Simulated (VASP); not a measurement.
Runs of VASP 6.6.1 on Co. The structure is that of space group P6_3/mmc (No. 194), or close to it. The cells are those of the table. 

| cell | gap on the mesh (eV) | pressure (GPa) | moment (μB) |
| --- | --- | --- | --- |
| a = 2.419, b = 2.419, c = 4.194 Å, angles 90.0, 90.0, 120.0°, 2 atoms | none | 5.5 | 3.20 |
| a = 2.618, b = 2.618, c = 4.133 Å, angles 90.0, 90.0, 120.0°, 2 atoms | none | (a) | (b) |
| a = 2.518, b = 2.518, c = 4.516 Å, angles 90.0, 90.0, 120.0°, 2 atoms | none | -18.5 | 3.47 |
| a = 2.518, b = 2.518, c = 3.871 Å, angles 90.0, 90.0, 120.0°, 2 atoms | none | 4.5 | (c) |

Alike in all rows: task single point; level PBE; potentials or basis VASP PAW PBE potentials, release 64 (Co); spin collinear, ferromagnetic start; k mesh 21 × 21 × 12; cutoff (eV) 520; smearing gaussian 0.15 eV.

Task: Fill in the values left out.

Result: (a) -19.5; (b) 3.36; (c) 3.15.

Caveats: the stress differs along the axes, from -9 to 13 GPa (at least some runs); the cell stands under tension (at least some runs); the stress differs along the axes, from -30 to -13 GPa (at least some runs); the stress differs along the axes, from -1 to 15 GPa (at least some runs).

A gap of «none» marks levels without a gap at the run's occupations.
